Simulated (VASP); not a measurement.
K3Ca3Se:

```xyz
7
Lattice="7.0294 0.0000 0.0000 0.0000 7.0294 0.0000 0.0000 0.0000 7.0294" Properties=species:S:1:pos:R:3 pbc="T T T"
K     0.0000    3.5147    3.5147
K     3.5147    3.5147    0.0000
K     3.5147    0.0000    3.5147
Ca    0.0000    3.5147    0.0000
Ca    3.5147    0.0000    0.0000
Ca    0.0000    0.0000    3.5147
Se    3.5147    3.5147    3.5147
```

```yaml
Program: VASP 6.6.1
Task: relaxation of cell and atoms
Functional: PBE
Potentials_or_basis: VASP PAW PBE potentials, release 64 (K_sv, Ca_sv, Se)
Cutoff: 600 eV
k_mesh: 6 × 6 × 6
Occupations: gaussian, width 0.1 eV
Spin: no spin polarisation
```

At the start: pressure 0.4 GPa; volume 49.62 Å³/atom.

**Question.** Where does the relaxation end?

**Answer.** Over 3 steps the energy falls by 2.9 meV/atom and the volume is 52.34 Å³/atom (+5.5 %); space group Pm-3m (No. 221, to 0.05 Å).

Step by step:
| step | energy change (eV) | largest force (eV/Å) | pressure (GPa) | volume (Å³) |
| --- | --- | --- | --- | --- |
| 1 | 0.0000 | 0.0000 | 0.37 | 347.34 |
| 2 | -0.0110 | 0.0000 | 0.24 | 353.10 |
| 3 | -0.0203 | 0.0000 | -0.01 | 366.35 |

Final structure:
```
K Ca Se
1.0
     7.15535    0.00000    0.00000
     0.00000    7.15535    0.00000
     0.00000    0.00000    7.15535
K Ca Se
3 3 1
Direct
  0.00000 0.50000 0.50000
  0.50000 0.50000 0.00000
  0.50000 0.00000 0.50000
  0.00000 0.50000 0.00000
  0.50000 0.00000 0.00000
  0.00000 0.00000 0.50000
  0.50000 0.50000 0.50000
```
